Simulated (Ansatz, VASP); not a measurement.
Ge: VASP beside Ansatz

```
CELL_PARAMETERS angstrom
-2.49590 2.65086 1.43695
2.49590 -2.65086 1.43695
2.49590 2.65086 -1.43695
ATOMIC_POSITIONS crystal
Ge 0.68594 0.93594 0.75000
Ge 0.31406 0.06406 0.25000
```

Alike in both runs: task single point; functional PBEsol; k mesh 15 × 15 × 15; occupations fermi-dirac, width 0.03 eV; no spin polarisation.

|  | VASP | Ansatz |
| --- | --- | --- |
| version | VASP 6.6.1 | Ansatz 0.2.0 |
| potentials or method | VASP PAW PBE potentials, release 64 (Ge_d), cutoff 500 eV | all-electron LAPW, scalar-relativistic |

|  | VASP | Ansatz | Ansatz less VASP |
| --- | --- | --- | --- |
| pressure (GPa) | -2.7 | -2.5 | +0.18 |
| traceless stress, the component that is largest in VASP (GPa) | -0.55 | -0.53 | +0.019 |
| rms of the force components (eV/Å) | 0.025 | 0.025 | -0.0002 |

VASP's potentials were made for PBE, not for PBEsol. Atom by atom the forces differ by 0.000 eV/Å (rms over components). Ansatz ran all-electron here, and VASP with PAW potentials.
